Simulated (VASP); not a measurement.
Here is a VASP 6.6.1 calculation.

The input INCAR:

```
  ALGO = Normal
  EDIFF = 1E-6
  ENCUT = 520
  GGA = PS
  ISIF = 2
  ISMEAR = 0
  ISPIN = 2
  LASPH = T
  LCHARG = F
  LDAU = T
  LDAUJ = 0 0 0
  LDAUL = 2 -1 -1
  LDAUPRINT = 1
  LDAUTYPE = 2
  LDAUU = 6 0 0
  LMAXMIX = 4
  LORBIT = 11
  LREAL = Auto
  LWAVE = F
  MAGMOM = 2 0 0 0 0 0 0 0 0 0 0 0 0 0 0 0
  NBANDS = 53
  NELM = 150
  NUPDOWN = 2.0
  PREC = Accurate
  SIGMA = 0.05
```

File KPOINTS:

```
k-points
0
Gamma
  4 4 4
```

POSCAR

```
Mg7FeO8
1.0
    0.0000000000      4.2136000000      4.2136000000
    4.2136000000      0.0000000000      4.2136000000
    4.2136000000      4.2136000000      0.0000000000
Fe Mg O
1 7 8
Direct
    0.0000000000      0.0000000000      1.0000000000
    0.0000000000      0.0000000000      0.5000000000
    0.0000000000      0.5000000000      0.0000000000
    0.0000000000      0.5000000000      0.5000000000
    0.5000000000      0.0000000000      0.0000000000
    0.5000000000      0.0000000000      0.5000000000
    0.5000000000      0.5000000000      0.0000000000
    0.5000000000      0.5000000000      0.5000000000
    0.2500000000      0.2500000000      0.2500000000
    0.2534698588      0.2534698588      0.7465301412
    0.2534698588      0.7465301412      0.2534698588
    0.2534698588      0.7465301412      0.7465301412
    0.7465301412      0.2534698588      0.2534698588
    0.7465301412      0.2534698588      0.7465301412
    0.7465301412      0.7465301412      0.2534698588
    0.7500000000      0.7500000000      0.7500000000
```

Potentials or basis: VASP PAW PBE potentials, release 64 (Fe, Mg, O).

Launch:

```console
$ cat potpaw_PBE.64/Fe/POTCAR potpaw_PBE.64/Mg/POTCAR potpaw_PBE.64/O/POTCAR > POTCAR
$ mpirun -np 1 vasp_std > vasp.out
```

(1) What does it give for the largest force?

(2) Estimate the pressure.

Results:

(1) 0.275 eV/Å.

(2) -1.5 GPa.

Caveat: the PAW data sets were made with another functional, which shifts forces and pressure a little; the total moment is fixed, so each spin has its own Fermi level; a cell with one magnetic atom can't hold antiferromagnetic order, which such compounds often take.
